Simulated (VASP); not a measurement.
# TePb3Se2 (P-3m1) in VASP: relaxation of shape and atoms at fixed volume with PBE

Aim: the relaxation of shape and atoms at fixed volume of TePb3Se2 with PBE.

All numbers are computed with VASP 6.6.1; they aren't measurements. Logs are shortened: lines on timing, memory, paths and dates and some standing lists are left out, and cuts for length are marked.

## 1. The cell of the first run

It takes space group P-3m1 (No. 164, trigonal). The conventional cell has a = 4.386 Å, b = 4.386 Å, c = 10.747 Å, α = 90.00°, β = 90.00°, γ = 120.00°. Within 4.2 Å of Te (site symmetry -3m) lie 6 Pb at 3.19 Å. Pb (site symmetry 3m) has 3 Se at 3.05 Å and 3 Te at 3.19 Å within 4.0 Å. Within 4.0 Å of Pb (site symmetry -3m) lie 6 Se at 3.06 Å. Se (site symmetry 3m) has 6 Pb at 3.05 to 3.06 Å within 4.0 Å.

## 2. Relaxation of shape and atoms at fixed volume, PBE (29.85 Å³/atom)

Input file INCAR:

```
SYSTEM = TePb3Se2
  PREC = Accurate
  ENCUT = 600
  EDIFF = 1E-6
  ISMEAR = 0
  SIGMA = 0.02
  LREAL = .False.
  LASPH = .True.
  NELM = 100
  ALGO = Normal
  ISIF = 4
  LWAVE = .False.
  LCHARG = .False.
  GGA = PE
  IBRION = 2
  NSW = 50
  EDIFFG = -0.01
  KPAR = 4
```

Input file KPOINTS:

```
Automatic mesh
0
Gamma
  12 12 4
  0 0 0
```

Input file POSCAR:

```
TePb3Se2
1.0
    4.3864397883      0.0000000283      0.0000000000
   -2.1932199187      3.7987682747      0.0000000000
    0.0000000000      0.0000000000     10.7473861681
Te Pb Se
1 3 2
Direct
    0.0000000000      0.0000000000      0.5000000000
    0.3333333333      0.6666666667      0.6808210000
    0.6666666667      0.3333333333      0.3191790000
    0.0000000000      0.0000000000      0.0000000000
    0.3333333333      0.6666666667      0.1602730000
    0.6666666667      0.3333333333      0.8397270000
```

Potentials or basis: VASP PAW PBE potentials, release 64 (Te, Pb_d, Se).

On the command line:

```
cat potpaw_PBE.64/Te/POTCAR potpaw_PBE.64/Pb_d/POTCAR potpaw_PBE.64/Se/POTCAR > POTCAR
mpirun -np 4 vasp_std > vasp.out
```

OUTCAR:

```text
SYSTEM = TePb3Se2
   PREC = Accurate
   ENCUT = 600
   EDIFF = 1E-6
   ISMEAR = 0
   LREAL = .False.
   LASPH = .True.
   NELM = 100
   ISIF = 4
   GGA = PE
   IBRION = 2
   NSW = 50
   EDIFFG = -0.01

 ion  position               nearest neighbor table
   1  0.000  0.000  0.500-   2 3.19   3 3.19   3 3.19   2 3.19   3 3.19   2 3.19
   2  0.333  0.667  0.681-   6 3.05   6 3.05   6 3.05   1 3.19   1 3.19   1 3.19
   3  0.667  0.333  0.319-   5 3.05   5 3.05   5 3.05   1 3.19   1 3.19   1 3.19
   4  0.000  0.000  0.000-   5 3.06   6 3.06   6 3.06   5 3.06   6 3.06   5 3.06
   5  0.333  0.667  0.160-   3 3.05   3 3.05   3 3.05   4 3.06   4 3.06   4 3.06
   6  0.667  0.333  0.840-   2 3.05   2 3.05   2 3.05   4 3.06   4 3.06   4 3.06

  LATTYP: Found a hexagonal cell.
 ALAT       =     4.3864397883
 C/A-ratio  =     2.4501387656

  Lattice vectors:

 A1 = (   4.3864397883,   0.0000000283,   0.0000000000)
 A2 = (  -2.1932199187,   3.7987682747,   0.0000000000)
 A3 = (   0.0000000000,   0.0000000000,  10.7473861681)

Analysis of symmetry for initial positions (statically):
=====================================================================
 Subroutine PRICEL returns:
 Original cell was already a primitive cell.

 Routine SETGRP: Setting up the symmetry group for a
 hexagonal supercell.

 Subroutine GETGRP returns: Found 12 space group operations
 (whereof 12 operations were pure point group operations)
 out of a pool of 24 trial point group operations.

The static configuration has the point symmetry D_3d.

Analysis of symmetry for dynamics (positions and initial velocities):
=====================================================================
 Subroutine PRICEL returns:
 Original cell was already a primitive cell.

 Routine SETGRP: Setting up the symmetry group for a
 hexagonal supercell.

 Subroutine GETGRP returns: Found 12 space group operations
 (whereof 12 operations were pure point group operations)
 out of a pool of 24 trial point group operations.

The dynamic configuration has the point symmetry D_3d.

 Subroutine INISYM returns: Found 12 space group operations
 (whereof 12 operations are pure point group operations),
 and found     1 'primitive' translations

----------------------------------------------------------------------------------------

                                     Primitive cell

  volume of cell :     179.0844

  direct lattice vectors                    reciprocal lattice vectors
     4.386439788  0.000000028  0.000000000     0.227975316  0.131621612  0.000000000
    -2.193219919  3.798768275  0.000000000    -0.000000002  0.263243221  0.000000000
     0.000000000  0.000000000 10.747386168     0.000000000  0.000000000  0.093045880

  length of vectors
     4.386439788  4.386439788 10.747386168     0.263243221  0.263243221  0.093045880

  position of ions in fractional coordinates (direct lattice)
     0.000000000  0.000000000  0.500000000
     0.333333333  0.666666667  0.680821000
     0.666666667  0.333333333  0.319179000
     0.000000000  0.000000000  0.000000000
     0.333333333  0.666666667  0.160273000
     0.666666667  0.333333333  0.839727000

  ion indices of the primitive-cell ions
   primitive index   ion index
                 1           1
                 2           2
                 3           3
                 4           4
                 5           5
                 6           6

----------------------------------------------------------------------------------------

 KPOINTS: Automatic mesh

Automatic generation of k-mesh.
 Grid dimensions read from file:
 generate k-points for:   12   12    4

 Generating k-lattice:

  Cartesian coordinates                     Fractional coordinates (reciprocal lattice)
     0.018997943  0.010968468  0.000000000     0.083333333  0.000000000  0.000000000
    -0.000000000  0.021936935  0.000000000     0.000000000  0.083333333  0.000000000
     0.000000000  0.000000000  0.023261470     0.000000000  0.000000000  0.250000000

  Length of vectors
     0.021936935  0.021936935  0.023261470

  Shift w.r.t. Gamma in fractional coordinates (k-lattice)
     0.000000000  0.000000000  0.000000000

 Subroutine IBZKPT returns following result:
 ===========================================

 Found     69 irreducible k-points:

 Following reciprocal coordinates:
            Coordinates               Weight
  0.000000  0.000000  0.000000      1.000000
  0.083333 -0.000000  0.000000      6.000000
  0.166667  0.000000  0.000000      6.000000
  0.250000 -0.000000  0.000000      6.000000
  0.333333 -0.000000  0.000000      6.000000
  0.416667  0.000000  0.000000      6.000000
[... 16 lines left out ...]
  0.166667  0.000000  0.250000      6.000000
  0.000000  0.166667  0.250000      6.000000
 [... further k-points ...]
   k-points           NKPTS =     69   k-points in BZ     NKDIM =     69   number of bands    NBANDS=     36
   number of dos      NEDOS =    301   number of ions     NIONS =      6
   total plane-waves  NPLWV = 116640
   dimension x,y,z NGX =    36 NGY =   36 NGZ =   90
   dimension x,y,z NGXF=    72 NGYF=   72 NGZF=  180
   ions per type =               1   3   2
   NGX,Y,Z   is equivalent  to a cutoff of  13.64, 13.64, 13.92 a.u.
   NGXF,Y,Z  is equivalent  to a cutoff of  27.29, 27.29, 27.84 a.u.
 SYSTEM =  TePb3Se2
   PREC   = accura    normal or accurate (medium, high low for compatibility)
   ISTART =      0    job   : 0-new  1-cont  2-samecut
   ICHARG =      2    charge: 1-file 2-atom 10-const
   ISPIN  =      1    spin polarized calculation?
   LNONCOLLINEAR =      F non collinear calculations
   LSORBIT =      F    spin-orbit coupling
   LASPH  =      T    aspherical Exc in radial PAW
   ENCUT  =  600.0 eV  44.10 Ry    6.64 a.u.   8.76  8.76 21.47*2*pi/ulx,y,z
   NELM   =    100;   NELMIN=  2; NELMDL= -5     # of ELM steps
   EDIFF  = 0.1E-05   stopping-criterion for ELM
   LREAL  =      F    real-space projection
   EDIFFG = -.1E-01   stopping-criterion for IOM
   NSW    =     50    number of steps for IOM
   IBRION =      2    ionic relax: 0-MD 1-quasi-New 2-CG
   NFREE  =      1    steps in history (QN), initial steepest desc. (CG)
   ISIF   =      4    stress and relaxation
   ISYM   =      2    0-nonsym 1-usesym 2-fastsym
   POTIM  = 0.5000    time-step for ionic-motion
   TEBEG  =    0.0;   TEEND  =   0.0 temperature during run
   PSTRESS=    0.0 pullay stress
   NELECT =      60.0000    total number of electrons
   NUPDOWN=      -1.0000    fix difference up-down
   EMIN   =  10.00;   EMAX   =-10.00  energy-range for DOS
   EFERMI =   0.00;   METHOD = LEGACY
   ISMEAR =     0;   SIGMA  =   0.02  broadening in eV -4-tet -1-fermi 0-gaus
   EFERMI_NEDOS =   21; number of points for ismear=-14 and -15
   IALGO  =     38    algorithm
   IMIX   =      4    mixing-type and parameters
     AMIX     =   0.40;   BMIX     =  1.00
     AMIX_MAG =   1.60;   BMIX_MAG =  1.00
  volume/ion in A,a.u.               =      29.85       201.42
  Fermi-wavevector in a.u.,A,eV,Ry     =   1.137032  2.148679 17.590176  1.292841
  Thomas-Fermi vector in A             =   2.273737
   LORBIT       =      0    0 simple, 1 ext, 2 COOP (PROOUT), +10 PAW based schemes
   GGA     = PE    functional components
   LHFCALC =     F    Hartree Fock is set to
   AEXX    =    0.0000 exact exchange contribution
   IVDW    =     0    specifies the selected vdW correction
   LEPSILON=     F    determine dielectric tensor
   LRPA    =     F    only Hartree local field effects (RPA)
 conjugate gradient relaxation of ions
 non-spin polarized calculation
 Gauss-broadening in eV      SIGMA  =   0.02
  energy-cutoff  :      600.00
  volume of cell :      179.08
 maximum number of plane-waves:      6015
   NGX = 17   NGY = 17   NGZ = 43

--------------------------------------- Ionic step        1  -------------------------------------------

 number of electron      59.9999992 magnetization

 Free energy of the ion-electron system (eV)
  ---------------------------------------------------
  ext. energy  EPLUGINS =         0.00000000
  ---------------------------------------------------
  free energy    TOTEN  =       -23.77368373 eV

  energy without entropy =      -23.77368373  energy(sigma->0) =      -23.77368373

------------------------ aborting loop because EDIFF is reached ----------------------------------------

  FORCE on cell =-STRESS in cart. coord.  units (eV):
  Direction    XX          YY          ZZ          XY          YZ          ZX
  --------------------------------------------------------------------------------------
  -------------------------------------------------------------------------------------
  Total        3.4836251      3.4836251      3.4711596     -0.0000000     -0.0000000      0.0000000
  in kB       31.1662225     31.1662225     31.0546996     -0.0000000     -0.0000000      0.0000000
  external PRESSURE =      31.1290482 kB  Pullay stress =       0.0000000 kB

 VOLUME and BASIS-vectors are now :
 -----------------------------------------------------------------------------
  energy-cutoff  :      600.00
  volume of cell :      179.08
      direct lattice vectors                 reciprocal lattice vectors
     4.386439788  0.000000028  0.000000000     0.227975316  0.131621612  0.000000000
    -2.193219919  3.798768275  0.000000000    -0.000000002  0.263243221  0.000000000
     0.000000000  0.000000000 10.747386168     0.000000000  0.000000000  0.093045880
[... 41 lines left out ...]
 POSITION                                       TOTAL-FORCE (eV/Angst)
 -----------------------------------------------------------------------------------
     -0.00000     -0.00000      5.37333        -0.000000      0.000000     -0.000000
     -0.00000      2.53260      7.31743        -0.000000     -0.000000      0.010956
      2.19329      1.26630      3.42924         0.000000      0.000000     -0.010956
      0.00000      0.00000      0.00000        -0.000000      0.000000     -0.000000
     -0.00000      2.53260      1.72227         0.000000      0.000000     -0.004021
      2.19329      1.26630      9.02440        -0.000000     -0.000000      0.004021
 -----------------------------------------------------------------------------------
    total drift:                                0.000000     -0.000000      0.000000

  FREE ENERGIE OF THE ION-ELECTRON SYSTEM (eV)
  ---------------------------------------------------
  free  energy   TOTEN  =       -23.7737125913 eV

  energy  without entropy=      -23.7737125913  energy(sigma->0) =      -23.77371259

--------------------------------------- Ionic step        3  -------------------------------------------

 number of electron      59.9999992 magnetization

 Free energy of the ion-electron system (eV)
  ---------------------------------------------------
  ext. energy  EPLUGINS =         0.00000000
  ---------------------------------------------------
  free energy    TOTEN  =       -23.77374179 eV

  energy without entropy =      -23.77374179  energy(sigma->0) =      -23.77374179

 E-fermi :   5.5753     XC(G=0):  -9.5262

 val. band max:        5.4813879433   @ k =   0.0000   0.0000   0.5000
 cond. band min:       5.8841823496   @ k =   0.5000  -0.0000   0.5000
 fundamental gap:      0.4027944063
 Fermi energy:         5.5752521824

 k-point     1 :       0.0000    0.0000    0.0000
  band No.  band energies     occupation
      1     -11.3687      2.00000
      2     -11.3687      2.00000
      3     -11.3618      2.00000
      4     -11.3506      2.00000
      5     -11.3506      2.00000
      6     -11.3505      2.00000
[... 925 lines left out ...]
     35       8.2920      0.00000
     36       8.8026      0.00000

 [... further k-points ...]

------------------------ aborting loop because EDIFF is reached ----------------------------------------

  FORCE on cell =-STRESS in cart. coord.  units (eV):
  Direction    XX          YY          ZZ          XY          YZ          ZX
  --------------------------------------------------------------------------------------
  -------------------------------------------------------------------------------------
  Total        3.4921681      3.4921681      3.4569198     -0.0000000      0.0000000      0.0000000
  in kB       31.2426519     31.2426520     30.9273034     -0.0000000      0.0000000      0.0000000
  external PRESSURE =      31.1375358 kB  Pullay stress =       0.0000000 kB

 VOLUME and BASIS-vectors are now :
 -----------------------------------------------------------------------------
  energy-cutoff  :      600.00
  volume of cell :      179.08
      direct lattice vectors                 reciprocal lattice vectors
     4.386884195  0.000000028 -0.000000000     0.227952221  0.131608278  0.000000000
    -2.193442122  3.799153142 -0.000000000    -0.000000002  0.263216553  0.000000000
    -0.000000000 -0.000000000 10.745208783     0.000000000  0.000000000  0.093064734

 POSITION                                       TOTAL-FORCE (eV/Angst)
 -----------------------------------------------------------------------------------
     -0.00000     -0.00000      5.37260        -0.000000     -0.000000      0.000000
     -0.00000      2.53277      7.31822        -0.000000     -0.000000      0.001139
      2.19344      1.26638      3.42699         0.000000      0.000000     -0.001139
      0.00000      0.00000      0.00000        -0.000000     -0.000000      0.000000
     -0.00000      2.53277      1.72176         0.000000      0.000000     -0.006811
      2.19344      1.26638      9.02345        -0.000000     -0.000000      0.006811
 -----------------------------------------------------------------------------------
    total drift:                                0.000000      0.000000     -0.000000

  FREE ENERGIE OF THE ION-ELECTRON SYSTEM (eV)
  ---------------------------------------------------
  free  energy   TOTEN  =       -23.7737417924 eV

  energy  without entropy=      -23.7737417924  energy(sigma->0) =      -23.77374179

 reached required accuracy - stopping structural energy minimisation
```

It took 3.2 min on 4 MPI ranks of Oxide Virtual Turin-like, shared host; peak memory 0.69 GiB.

What came out:

* Free energy: -23.7737 eV
* Energy gained by relaxing: 0.0 meV/atom
* Ionic steps: 3
* Pressure after relaxing: 3.1 GPa
* Largest force after relaxing: 0.007 eV/Å
* Band gap on the k mesh: 0.40 eV (least direct gap 0.41 eV)

Forces in eV/Å, atoms in the order of the input:
```
Te   0.000  0.000  0.000
Pb   0.000  0.000  0.001
Pb   0.000  0.000 -0.001
Pb   0.000  0.000  0.000
Se   0.000  0.000 -0.007
Se   0.000  0.000  0.007
```

Final structure:
```xyz
6
Lattice="4.3869 0.0000 0.0000 -2.1934 3.7992 0.0000 0.0000 0.0000 10.7452" Properties=species:S:1:pos:R:3 pbc="T T T"
Te    0.0000    0.0000    5.3726
Pb    0.0000    2.5328    7.3182
Pb    2.1934    1.2664    3.4270
Pb    0.0000    0.0000    0.0000
Se    0.0000    2.5328    1.7218
Se    2.1934    1.2664    9.0234
```

Caveat: spin-orbit coupling is left out, which moves the levels of the heavy elements. A k mesh can miss the band edges.
